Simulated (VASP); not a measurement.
Set up this calculation in VASP 6.6.1, as the native input.

```
Task                   : single point
Functional             : PBE
Potentials or basis    : VASP PAW PBE potentials, release 64 (Ta_pv, N)
Cutoff                 : 520 eV
k mesh                 : 11 × 11 × 6
Occupations            : fermi-dirac, width 0.08 eV
Spin                   : no spin polarisation
Dipole correction      : no
Further INCAR settings : ALGO = Normal; EDIFF = 1e-07; NBANDS = 24
```

The structure of TaN (NiAs type) lies in POSCAR:

```
TaN
1.0
    2.7855888308      0.0000000000      0.0000000000
   -1.3927944154      2.4123906920      0.0000000000
    0.0000000000      0.0000000000      5.7097467468
Ta N
2 2
Direct
    0.0000000000      0.0000000000      0.0000000000
    0.0000000000      0.0000000000      0.5000000000
    0.3333333333      0.6666666667      0.2500000000
    0.6666666667      0.3333333333      0.7500000000
```

This cell differs from its parent crystal: volume scaled by 0.88.

The input as run:

INCAR

```
  PREC = Accurate
  ENCUT = 520
  EDIFF = 1E-7
  ISMEAR = -1
  SIGMA = 0.08
  LREAL = F
  LASPH = T
  NELM = 60
  ALGO = Normal
  ISIF = 2
  LWAVE = F
  LCHARG = F
  GGA = PE
  NBANDS = 24
```

KPOINTS

```
regular mesh
0
Gamma
  11 11 6
```

Potentials or basis: VASP PAW PBE potentials, release 64 (Ta_pv, N).

Command:

```bash
$ cat potpaw_PBE.64/Ta_pv/POTCAR potpaw_PBE.64/N/POTCAR > POTCAR
$ mpirun -np 1 vasp_std > vasp.out
```

It gave:

* Pressure: 56.2 GPa
* Band gap on the k mesh: zero (band 16 reaches 10.13 eV, above the bottom of band 17 at 8.91 eV)

Caveat: spin-orbit coupling is left out, which moves the levels of the heavy elements.

It took 55 s on 1 thread of Intel Xeon 6975P-C, with other jobs on the host, peak memory 0.2 GiB.
